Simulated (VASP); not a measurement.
# SiC (P6_3mc) in VASP: notebook

Aim: see how the results for SiC move with the level of theory and the settings. Levels: r2SCAN, PBE, PBEsol, LDA. Tasks: single point, relaxation of cell and atoms.

All numbers are computed with VASP 6.6.1; they aren't measurements. Logs are shortened: lines on timing, memory, paths and dates and some standing lists are left out, and cuts for length are marked.

### 1 The cell of the first run

It takes space group P6_3mc (No. 186, hexagonal). The conventional cell has a = 3.078 Å, b = 3.078 Å, c = 10.077 Å, α = 90.00°, β = 90.00°, γ = 120.00°. Si (site symmetry 3m) has 4 C at 1.89 Å within 2.5 Å. Within 2.5 Å of Si (site symmetry 3m) lie 4 C at 1.88 to 1.89 Å. C (site symmetry 3m) has 4 Si at 1.88 to 1.89 Å within 2.5 Å. C (site symmetry 3m) has 4 Si at 1.89 Å within 2.5 Å.

### 2 Single point, r2SCAN

POSCAR reads:

```
SiC
1.0
    3.0775549649      0.0000000000      0.0000000000
   -1.5387774824      2.6652407811      0.0000000000
    0.0000000000      0.0000000000     10.0767216789
Si C
4 4
Direct
    0.6666666667      0.3333333333      0.9378415300
    0.3333333333      0.6666666667      0.4378415300
    0.0000000000      0.0000000000      0.6878903910
    0.0000000000      0.0000000000      0.1878903910
    0.6666666667      0.3333333333      0.7498007685
    0.3333333333      0.6666666667      0.2498007685
    0.0000000000      0.0000000000      0.5004663105
    0.0000000000      0.0000000000      0.0004663105
```

INCAR.step1 reads:

```
SYSTEM = SiC
PREC = Accurate
ENCUT = 520
ISMEAR = 0
SIGMA = 0.01
LREAL = .FALSE.
LASPH = .TRUE.
NELM = 100
NBANDS = 26
GGA = PE
ALGO = Normal
EDIFF = 1E-4
LWAVE = .TRUE.
LCHARG = .FALSE.
```

INCAR.step2 reads:

```
SYSTEM = SiC
PREC = Accurate
ENCUT = 520
EDIFF = 1E-6
ISMEAR = 0
SIGMA = 0.01
LREAL = .FALSE.
LASPH = .TRUE.
NELM = 100
ALGO = Normal
ISIF = 2
LWAVE = .FALSE.
LCHARG = .TRUE.
METAGGA = R2SCAN
LMIXTAU = .TRUE.
LELF = .TRUE.
LVHAR = .TRUE.
NBANDS = 26
ISTART = 1
```

KPOINTS reads:

```
regular mesh
0
G
  12 12 4
  0 0 0
```

Potentials or basis: VASP PAW PBE potentials, release 64 (Si, C).

Command:

```
cat potpaw_PBE.64/Si/POTCAR potpaw_PBE.64/C/POTCAR > POTCAR
cp INCAR.step1 INCAR
mpirun -np 1 vasp_std > vasp.out
cp INCAR.step2 INCAR
mpirun -np 1 vasp_std > vasp.out
```

OUTCAR:

```text
SYSTEM = SiC
   PREC = Accurate
   ENCUT = 520
   EDIFF = 1E-6
   ISMEAR = 0
   LREAL = .FALSE.
   LASPH = .TRUE.
   NELM = 100
   ISIF = 2
   METAGGA = R2SCAN
   ISTART = 1

 ion  position               nearest neighbor table
   1  0.667  0.333  0.938-   8 1.89   8 1.89   8 1.89   5 1.89   3 3.08   3 3.08   3 3.08   4 3.08
                             4 3.08   4 3.08
   2  0.333  0.667  0.438-   7 1.89   7 1.89   7 1.89   6 1.89   4 3.08   4 3.08   4 3.08   3 3.08
                             3 3.08   3 3.08
   3  0.000  0.000  0.688-   5 1.88   5 1.88   5 1.88   7 1.89   1 3.08   1 3.08   1 3.08   2 3.08
                             2 3.08   2 3.08
   4  0.000  0.000  0.188-   6 1.88   6 1.88   6 1.88   8 1.89   2 3.08   2 3.08   2 3.08   1 3.08
                             1 3.08   1 3.08
   5  0.667  0.333  0.750-   3 1.88   3 1.88   3 1.88   1 1.89
   6  0.333  0.667  0.250-   4 1.88   4 1.88   4 1.88   2 1.89
   7  0.000  0.000  0.500-   2 1.89   2 1.89   2 1.89   3 1.89
   8  0.000  0.000  0.000-   1 1.89   1 1.89   1 1.89   4 1.89

  LATTYP: Found a hexagonal cell.
 ALAT       =     3.0775549649
 C/A-ratio  =     3.2742621314

  Lattice vectors:

 A1 = (   3.0775549649,   0.0000000000,   0.0000000000)
 A2 = (  -1.5387774824,   2.6652407811,   0.0000000000)
 A3 = (   0.0000000000,   0.0000000000,  10.0767216789)

Analysis of symmetry for initial positions (statically):
=====================================================================
 Subroutine PRICEL returns:
 Original cell was already a primitive cell.

 Routine SETGRP: Setting up the symmetry group for a
 hexagonal supercell.

 Subroutine GETGRP returns: Found 12 space group operations
 (whereof  6 operations were pure point group operations)
 out of a pool of 24 trial point group operations.

The static configuration has the point symmetry C_3v.
 The point group associated with its full space group is C_6v.

Analysis of symmetry for dynamics (positions and initial velocities):
=====================================================================
 Subroutine PRICEL returns:
 Original cell was already a primitive cell.

 Routine SETGRP: Setting up the symmetry group for a
 hexagonal supercell.

 Subroutine GETGRP returns: Found 12 space group operations
 (whereof  6 operations were pure point group operations)
 out of a pool of 24 trial point group operations.

The dynamic configuration has the point symmetry C_3v.
 The point group associated with its full space group is C_6v.

 Subroutine INISYM returns: Found 12 space group operations
[... 111 lines left out ...]
   EDIFFG = 0.1E-04   stopping-criterion for IOM
   NSW    =      0    number of steps for IOM
   IBRION =     -1    ionic relax: 0-MD 1-quasi-New 2-CG
   NFREE  =      0    steps in history (QN), initial steepest desc. (CG)
   ISIF   =      2    stress and relaxation
   ISYM   =      2    0-nonsym 1-usesym 2-fastsym
   POTIM  = 0.5000    time-step for ionic-motion
   TEBEG  =    0.0;   TEEND  =   0.0 temperature during run
   PSTRESS=    0.0 pullay stress
   NELECT =      32.0000    total number of electrons
   NUPDOWN=      -1.0000    fix difference up-down
   EMIN   =  10.00;   EMAX   =-10.00  energy-range for DOS
   EFERMI =   0.00;   METHOD = LEGACY
   ISMEAR =     0;   SIGMA  =   0.01  broadening in eV -4-tet -1-fermi 0-gaus
   EFERMI_NEDOS =   21; number of points for ismear=-14 and -15
   IALGO  =     38    algorithm
   IMIX   =      4    mixing-type and parameters
     AMIX     =   0.40;   BMIX     =  1.00
     AMIX_MAG =   1.60;   BMIX_MAG =  1.00
  volume/ion in A,a.u.               =      10.33        69.72
  Fermi-wavevector in a.u.,A,eV,Ry     =   1.193175  2.254775 19.370175  1.423668
  Thomas-Fermi vector in A             =   2.329196
   LORBIT       =      0    0 simple, 1 ext, 2 COOP (PROOUT), +10 PAW based schemes
   METAGGA = R2SCAN    functional components
   LHFCALC =     F    Hartree Fock is set to
   AEXX    =    0.0000 exact exchange contribution
   IVDW    =     0    specifies the selected vdW correction
   LEPSILON=     F    determine dielectric tensor
   LRPA    =     F    only Hartree local field effects (RPA)
 non-spin polarized calculation
 Gauss-broadening in eV      SIGMA  =   0.01
  energy-cutoff  :      520.00
  volume of cell :       82.65
 maximum number of plane-waves:      2256
 NGX is ok and might be reduce to    24
   NGX = 11   NGY = 11   NGZ = 37

 number of electron      32.0000000 magnetization

 Free energy of the ion-electron system (eV)
  ---------------------------------------------------
  ext. energy  EPLUGINS =         0.00000000
  ---------------------------------------------------
  free energy    TOTEN  =       -77.30799482 eV

  energy without entropy =      -77.30799482  energy(sigma->0) =      -77.30799482

 E-fermi :   8.1273     XC(G=0): -11.9371

 val. band max:        8.0686620757   @ k =   0.0000   0.0000   0.0000
 cond. band min:      10.6780410151   @ k =   0.5000   0.0000   0.0000
 fundamental gap:      2.6093789394
 Fermi energy:         8.1273431522

 k-point     1 :       0.0000    0.0000    0.0000
  band No.  band energies     occupation
      1      -8.2025      2.00000
      2      -6.9848      2.00000
      3      -6.9465      2.00000
      4      -4.5726      2.00000
      5      -0.8371      2.00000
      6       3.5002      2.00000
[... 685 lines left out ...]
     25      17.3952      0.00000
     26      17.9730      0.00000

 [... further k-points ...]
[... 5 lines left out ...]
  --------------------------------------------------------------------------------------
  -------------------------------------------------------------------------------------
  Total       -0.0932781     -0.0932781     -0.0980704     -0.0000000      0.0000000     -0.0000000
  in kB       -1.8081258     -1.8081258     -1.9010215     -0.0000000      0.0000000     -0.0000000
  external PRESSURE =      -1.8390911 kB  Pullay stress =       0.0000000 kB

 VOLUME and BASIS-vectors are now :
 -----------------------------------------------------------------------------
  energy-cutoff  :      520.00
  volume of cell :       82.65
      direct lattice vectors                 reciprocal lattice vectors
     3.077554965  0.000000000  0.000000000     0.324933271  0.187600311  0.000000000
    -1.538777482  2.665240781  0.000000000     0.000000000  0.375200622  0.000000000
     0.000000000  0.000000000 10.076721679     0.000000000  0.000000000  0.099238625

 POSITION                                       TOTAL-FORCE (eV/Angst)
 -----------------------------------------------------------------------------------
      1.53878      0.88841      9.45037        -0.000000      0.000000     -0.000348
     -0.00000      1.77683      4.41201         0.000000     -0.000000     -0.000348
      0.00000      0.00000      6.93168         0.000000     -0.000000     -0.000284
      0.00000      0.00000      1.89332        -0.000000      0.000000     -0.000284
      1.53878      0.88841      7.55553        -0.000000      0.000000      0.001241
     -0.00000      1.77683      2.51717         0.000000     -0.000000      0.001241
      0.00000      0.00000      5.04306        -0.000000     -0.000000     -0.000609
      0.00000      0.00000      0.00470        -0.000000     -0.000000     -0.000609
 -----------------------------------------------------------------------------------
    total drift:                                0.000000      0.000000     -0.000639

  FREE ENERGIE OF THE ION-ELECTRON SYSTEM (eV)
  ---------------------------------------------------
  free  energy   TOTEN  =       -77.3079948247 eV

  energy  without entropy=      -77.3079948247  energy(sigma->0) =      -77.30799482
```

OUTCAR.step1:

```text
SYSTEM = SiC
   PREC = Accurate
   ENCUT = 520
   ISMEAR = 0
   LREAL = .FALSE.
   LASPH = .TRUE.
   NELM = 100
[... 947 lines left out ...]
     -0.00000      1.77683      2.51717        -0.000000     -0.000000      0.005113
      0.00000      0.00000      5.04306         0.000000     -0.000000     -0.004159
      0.00000      0.00000      0.00470         0.000000     -0.000000     -0.004159
 -----------------------------------------------------------------------------------
    total drift:                               -0.000000     -0.000000     -0.001197

  FREE ENERGIE OF THE ION-ELECTRON SYSTEM (eV)
  ---------------------------------------------------
  free  energy   TOTEN  =       -60.2347409203 eV

  energy  without entropy=      -60.2347409203  energy(sigma->0) =      -60.23474092
```

It took 8.4 min on 1 thread of Intel Xeon Platinum 8259CL at 2.50GHz (Skylake/Cascade Lake), shared host; peak memory 0.26 GiB.

What came out:

```yaml
Free_energy: -77.3080 eV
Pressure: -0.2 GPa
Band_gap_on_the_k_mesh: 2.61 eV, indirect (least direct gap 3.79 eV)
```

Levels at points of the mesh, in eV from the valence-band top:
```csv
k point,band 13,band 14,band 15,band 16,band 17,band 18,band 19,band 20
"(0.00, 0.00, 0.00)",-0.61,-0.05,0.00,0.00,5.67,6.26,6.89,6.91
"(0.50, 0.00, 0.00)",-2.47,-2.33,-1.65,-1.18,2.61,2.77,4.73,5.27
"(0.00, 0.00, 0.50)",-0.22,-0.22,-0.22,-0.22,5.88,5.88,7.37,7.37
"(0.50, 0.00, 0.50)",-2.58,-2.58,-1.63,-1.63,3.05,3.05,4.69,4.69
```

Caveat: the PAW data sets were made with another functional, which shifts forces and pressure a little. A k mesh can miss the band edges.

### 3 Relaxation of cell and atoms, PBE

INCAR reads:

```
SYSTEM = SiC
ALGO     = Normal         ! electronic algorithm
EDIFF    = 1E-7           ! SCF threshold, eV
EDIFFG   = -0.005         ! ionic threshold
ENCUT    = 600            ! plane-wave cutoff, eV
GGA      = PE             ! functional
IBRION   = 2              ! ionic algorithm
ISIF     = 3              ! what is computed and relaxed
ISMEAR   = -1             ! smearing method
LASPH    = .TRUE.         ! aspherical terms in the spheres
LCHARG   = .FALSE.        ! write CHGCAR
LREAL    = .FALSE.        ! projectors in reciprocal space
LWAVE    = .FALSE.        ! write WAVECAR
NELM     = 80             ! most SCF steps
NSW      = 80             ! ionic steps
PREC     = Accurate       ! precision mode
SIGMA    = 0.02           ! smearing width, eV
```

KPOINTS reads:

```
k-points
0
G
  12 12 2
  0 0 0
```

POSCAR reads:

```
SiC
1.0
    3.0756941497      0.0000000000      0.0000000000
   -1.5378470748      2.6636292679      0.0000000000
    0.0000000000      0.0000000000     10.0706464800
Si C
4 4
Direct
    0.6666666700      0.3333333300      0.9378419800
    0.3333333300      0.6666666700      0.4378419800
    0.0000000000      0.0000000000      0.6878943800
    0.0000000000      0.0000000000      0.1878943800
    0.6666666700      0.3333333300      0.7498025900
    0.3333333300      0.6666666700      0.2498025900
    0.0000000000      0.0000000000      0.5004600500
    0.0000000000      0.0000000000      0.0004600500
```

Potentials or basis: VASP PAW PBE potentials, release 64 (Si, C).

Command:

```
cat potpaw_PBE.64/Si/POTCAR potpaw_PBE.64/C/POTCAR > POTCAR
mpirun -np 1 vasp_std > vasp.out
```

Wall time 4.6 min (1 thread of Intel Xeon Platinum 8259CL at 2.50GHz (Skylake/Cascade Lake), shared host); peak memory 0.27 GiB.

It converged, with:

```yaml
Free_energy: -60.2525 eV
Relaxed_volume: 10.49 Å³/atom
Relaxed_cell: a = 3.093 Å, b = 3.093 Å, c = 10.126 Å, α = 90.00°, β = 90.00°, γ = 120.00°
Space_group_after_relaxing_to_0.05_Å: P6_3mc (No. 186)
Energy_gained_by_relaxing: 2.0 meV/atom
Ionic_steps: 6
Pressure_after_relaxing: 0.1 GPa
Band_gap_on_the_k_mesh: 2.22 eV, indirect (least direct gap 3.34 eV)
```

The path:
```
step  energy change (eV)  largest force (eV/Å)  pressure (GPa)  volume (Å³)
   1              0.0000                0.0044            3.72        82.50
   2              0.0009                0.0155           -3.60        85.40
   3             -0.0161                0.0064            0.00        83.91
   4             -0.0161                0.0063            0.07        83.89
   5             -0.0161                0.0047            0.07        83.89
   6             -0.0161                0.0006            0.07        83.89
```

Final structure:
```
Si C
1.0
     3.09288    0.00000    0.00000
    -1.54644    2.67851    0.00000
     0.00000    0.00000   10.12593
Si C
4 4
Direct
  0.66667 0.33333 0.93785
  0.33333 0.66667 0.43785
  0.00000 0.00000 0.68789
  0.00000 0.00000 0.18789
  0.66667 0.33333 0.74980
  0.33333 0.66667 0.24980
  0.00000 0.00000 0.50045
  0.00000 0.00000 0.00045
```

Levels at points of the mesh, in eV from the valence-band top:
| k point | band 14 | band 15 | band 16 | band 17 | band 18 | band 19 |
| --- | --- | --- | --- | --- | --- | --- |
| (0.00, 0.00, 0.00) | -0.05 | 0.00 | 0.00 | 4.97 | 5.55 | 6.13 |
| (0.50, 0.00, 0.00) | -2.20 | -1.57 | -1.12 | 2.22 | 2.34 | 4.18 |
| (0.00, 0.00, 0.50) | -0.21 | -0.21 | -0.21 | 5.18 | 5.18 | 6.62 |
| (0.50, 0.00, 0.50) | -2.48 | -1.54 | -1.54 | 2.63 | 2.63 | 4.18 |

[end of part 1 of 3]
